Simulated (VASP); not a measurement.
Here is a VASP 6.6.1 calculation.

INCAR

```
SYSTEM = Li
PREC = Accurate ; ENCUT = 600
EDIFF = 1E-6 ; ISMEAR = -1
SIGMA = 0.08 ; LREAL = .FALSE.
LASPH = .TRUE. ; NELM = 100
ALGO = Normal ; ISIF = 3
LWAVE = .FALSE. ; LCHARG = .FALSE.
GGA = PS ; IBRION = 2
NSW = 60 ; EDIFFG = -0.005
PSTRESS = 280.0
```

KPOINTS

```
Automatic mesh
0
G
  18 18 18
  0 0 0
```

The input POSCAR:

```
Li
1.0
   -2.1164870026      2.1164870026      1.1640678514
    2.1164870026     -2.1164870026      1.1640678514
    2.1164870026      2.1164870026     -1.1640678514
Li
2
Direct
   -0.3750000000     -0.1250000000     -0.2500000000
    0.3750000000      0.1250000000      0.2500000000
```

Potentials or basis: VASP PAW PBE potentials, release 64 (Li_sv).

The run is started by

```sh
$ cat potpaw_PBE.64/Li_sv/POTCAR > POTCAR
$ mpirun -np 1 vasp_std > vasp.out
```

Problem. Estimate the relaxed volume.

Solution. 10.04 Å³/atom.

Problem. Estimate the relaxed cell.

Solution. a = 3.156 Å, b = 3.156 Å, c = 3.156 Å, α = 97.87°, β = 97.87°, γ = 136.56°.

Problem. Estimate the space group after relaxing (to 0.1 Å).

Solution. I4_1/amd (No. 141).

Final structure:
```yaml
crystal:
  lattice:
    - [-2.07308, 2.07308, 1.16786]
    - [2.07308, -2.07308, 1.16786]
    - [2.07308, 2.07308, -1.16786]
  atoms:
    - { symbol: Li, position: [0.62500, 0.87500, 0.75000] }
    - { symbol: Li, position: [0.37500, 0.12500, 0.25000] }
```

Caveat: the cutoff is under 1.25 times the usual one of these potentials, so pressure, stress and relaxed cells hold a basis-set (Pulay) error; the cell is relaxed towards a set pressure, so the run minimises the enthalpy, not the energy; the PAW data sets were made with another functional, which shifts forces and pressure a little.
